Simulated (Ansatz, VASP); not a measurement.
## One calculation of KCl, two programs

```xyz
2
Lattice="0.0000 3.1096 3.1096 3.1096 0.0000 3.1096 3.1096 3.1096 0.0000" Properties=species:S:1:pos:R:3 pbc="T T T"
K     0.0000    0.0000    0.0000
Cl    3.1096    3.1096    3.1096
```

Change from the starting cell: hydrostatic strain -1.1%.

Alike in both runs: task single point; functional PBE; k mesh 8 × 8 × 8; occupations fermi-dirac, width 0.02 eV; no spin polarisation.

```csv
,VASP,Ansatz
version,VASP 6.6.1,Ansatz 0.2.0
potentials or method,"VASP PAW PBE potentials, release 64 (K_sv, Cl)","plane waves, PAW"
plane-wave cutoff (eV),520,420
valence electrons in the cell,16,16
```

```tsv
	VASP	Ansatz	Ansatz less VASP
gap on the k mesh at the Fermi level (eV)	5.31	5.31	+0.002
pressure (GPa)	1.5	1.5	-0.03
```
